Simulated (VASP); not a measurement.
## PbSe: single point with PBE

PbSe:

```
Pb Se
1.0
     2.19851    1.26931    3.59365
    -6.59553    1.26931    3.59365
    -2.19851   -6.34655    3.59365
Pb Se
4 4
Direct
  0.00465 0.00116 0.00116
  0.50465 0.00116 0.50116
  0.50465 0.50116 0.00116
  0.00465 0.50116 0.50116
  0.99535 0.24884 0.24884
  0.49535 0.24884 0.74884
  0.49535 0.74884 0.24884
  0.99535 0.74884 0.74884
```

- Program: VASP 6.6.1
- Task: single point
- Functional: PBE
- Potentials or basis: VASP PAW PBE potentials, release 64 (Pb_d, Se)
- Cutoff: 520 eV
- k mesh: 4 × 2 × 2
- Occupations: gaussian, width 0.1 eV
- Spin: no spin polarisation
- Dipole correction: no
- Further INCAR settings: ALGO = Normal; EDIFF = 1e-06; NBANDS = 50

```
Pressure               : 0.1 GPa
Largest force          : 0.033 eV/Å
Band gap on the k mesh : 0.45 eV
```

Forces in eV/Å, atoms in the order of the input:
```
Pb   0.001  0.000  0.033
Pb   0.001  0.000  0.033
Pb   0.001  0.000  0.033
Pb   0.001  0.000  0.033
Se  -0.001  0.000 -0.033
Se  -0.001  0.000 -0.033
Se  -0.001  0.000 -0.033
Se  -0.001  0.000 -0.033
```

Stress tensor (GPa, compression positive):
```
 0.13 -0.05  0.04
-0.05  0.19  0.02
 0.04  0.02  0.12
```

Levels at points of the mesh, in eV from the valence-band top:
```csv
k point,band 36,band 37,band 38,band 39,band 40,band 41,band 42,band 43,band 44,band 45
"(0.00, 0.00, 0.00)",-1.25,-1.25,-1.25,0.00,0.00,0.45,0.45,1.83,1.83,1.84
"(0.50, 0.00, 0.00)",-1.38,-0.66,-0.66,-0.66,-0.66,1.45,1.45,1.96,1.96,2.27
"(0.00, 0.50, 0.00)",-1.48,-1.48,-1.48,-0.92,-0.92,2.21,2.21,2.95,2.95,2.97
"(0.50, 0.50, 0.00)",-2.27,-1.94,-1.94,-1.93,-1.93,2.95,2.95,2.95,2.95,3.68
"(0.00, 0.50, 0.50)",-1.43,-1.38,-1.38,-0.66,-0.66,1.45,1.45,2.26,2.26,2.42
"(0.50, 0.50, 0.50)",-1.25,-1.25,-1.25,-0.02,0.00,0.45,0.47,1.83,1.83,1.83
```

It took 74 s on 1 thread of Intel(R) Xeon(R) Platinum 8488C (Sapphire Rapids) (shared host), peak memory 0.37 GiB.

Caveat: the k points lie up to 0.44 Å⁻¹ apart; spin-orbit coupling is left out, which moves the levels of the heavy elements. A k mesh can miss the band edges.
